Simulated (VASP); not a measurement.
The system is Ge.

```
Ge
1.0
     2.52020    0.00000    0.00000
    -1.26010    2.18256    0.00000
     0.00000    0.00000    4.08272
Ge
2
Direct
  0.33333 0.66667 0.25000
  0.66667 0.33333 0.75000
```

This isn't the form of Ge at room conditions, which is diamond.

```yaml
Program: VASP 6.6.1
Task: relaxation of cell and atoms
Functional: revPBE
Potentials_or_basis: VASP PAW PBE potentials, release 64 (Ge_d)
Cutoff: 600 eV
k_mesh: 15 × 15 × 8
Occupations: fermi-dirac, width 0.05 eV
Spin: no spin polarisation
```

At the start: pressure 120.4 GPa; volume 11.23 Å³/atom.

Task: Where does the relaxation end?

Result: Over 10 steps the energy falls by 1892.1 meV/atom and the volume is 19.60 Å³/atom (+74.6 %); space group P6_3/mmc (No. 194, to 0.1 Å) before and after.

The path:
| step | energy change (eV) | largest force (eV/Å) | pressure (GPa) | volume (Å³) |
| --- | --- | --- | --- | --- |
| 1 | 0.0000 | 0.0000 | 120.44 | 22.46 |
| 2 | -2.6401 | 0.0000 | -11.03 | 62.58 |
| 3 | -3.7738 | 0.0000 | -0.26 | 39.34 |
| 4 | -3.7737 | 0.0000 | 0.31 | 38.94 |
| 5 | -3.7803 | 0.0000 | 0.32 | 38.94 |
| 6 | -3.7836 | 0.0000 | 0.35 | 38.92 |
| 7 | -3.7839 | 0.0000 | 0.43 | 38.93 |
| 8 | -3.7839 | 0.0000 | 0.42 | 38.93 |
| 9 | -3.7842 | 0.0000 | -0.05 | 39.26 |
| 10 | -3.7842 | 0.0000 | -0.03 | 39.20 |

Final structure:
```
Ge
1.0
     2.98784    0.00000    0.00000
    -1.49392    2.58755    0.00000
     0.00000    0.00000    5.07096
Ge
2
Direct
  0.33333 0.66667 0.25000
  0.66667 0.33333 0.75000
```

Caveat: the volume moved by over 15 % at a fixed basis, so the end points are rough; the PAW data sets were made with another functional, which shifts forces and pressure a little.
